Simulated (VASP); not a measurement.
A run of VASP 6.6.1:

Contents of INCAR:

```
ALGO = Fast
EDIFF = 1E-6
ENCUT = 520
GGA = PS
ISIF = 2
ISMEAR = 0
LASPH = True
LCHARG = True
LELF = True
LREAL = False
LVHAR = True
LWAVE = False
NBANDS = 11
NELM = 80
PREC = Accurate
SIGMA = 0.15
```

The input KPOINTS:

```
k-points
0
Gamma
  16 16 16
```

Contents of POSCAR:

```
Ca
1.0
   -2.2706887450      2.2706887450      2.1798611952
    2.2706887450     -2.2706887450      2.1798611952
    2.2706887450      2.2706887450     -2.1798611952
Ca
1
Direct
    0.0000000000      0.0000000000      0.0000000000
```

Potentials or basis: VASP PAW PBE potentials, release 64 (Ca_sv).

The run is started by

```bash
$ cat potpaw_PBE.64/Ca_sv/POTCAR > POTCAR
$ mpirun -np 1 vasp_std > vasp.out
```

Hardware: 1 thread of Intel(R) Xeon(R) 6975P-C (Granite Rapids), on a shared host.

Task: Estimate the wall time of this run.

Result: Run time: 82 s on 1 thread of Intel(R) Xeon(R) 6975P-C (Granite Rapids) (shared host), peak memory 0.29 GiB. Counts: scf iterations 12, k points 349.
